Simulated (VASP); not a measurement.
Wanted: the native input for a VASP 6.6.1 run.

```
Task                   : electric field gradients
Functional             : PBE
Potentials or basis    : VASP PAW PBE potentials, release 64 (Fe)
Cutoff                 : 520 eV
k mesh                 : 17 × 17 × 10
Occupations            : fermi-dirac, width 0.08 eV
Spin                   : no spin polarisation
Dipole correction      : no
Further INCAR settings : ALGO = Normal; EDIFF = 1e-08; NBANDS = 15
```

The structure of Fe lies in POSCAR:

```
Fe
1.0
    2.4422445470      0.0000000000      0.0000000000
   -1.2211222735      2.1150458200      0.0000000000
    0.0000000000      0.0000000000      3.8546984657
Fe
2
Direct
    0.3333333333      0.6666666667      0.2500000000
    0.6666666667      0.3333333333      0.7500000000
```

This cell differs from its parent crystal: volume scaled by 1.01.

One way to write it, as run:

INCAR

```
SYSTEM = Fe
PREC = Accurate
ENCUT = 520
EDIFF = 1E-8
ISMEAR = -1
SIGMA = 0.08
LREAL = .FALSE.
LASPH = .TRUE.
NELM = 80
ALGO = Normal
ISIF = 2
LWAVE = .FALSE.
LCHARG = .FALSE.
GGA = PE
LEFG = .TRUE.
NBANDS = 15
```

KPOINTS

```
Automatic mesh
0
G
  17 17 10
  0 0 0
```

Potentials or basis: VASP PAW PBE potentials, release 64 (Fe).

Launch:

```sh
$ cat potpaw_PBE.64/Fe/POTCAR > POTCAR
$ mpirun -np 1 vasp_std > vasp.out
```

It gave:

```yaml
Pressure: 6.9 GPa
Band_gap_on_the_k_mesh: zero (band 8 reaches 8.04 eV, above the bottom of band 9 at 6.16 eV)
```

Caveat: without QUAD_EFG the Cq values of the log hold for a quadrupole moment of 1 mb, not for the nuclei; the run has no spin polarisation, though such a crystal can be magnetic.

It took 39 s on 1 thread of AMD EPYC 7R13 Processor (Zen 3) (shared host), peak memory 0.13 GiB.
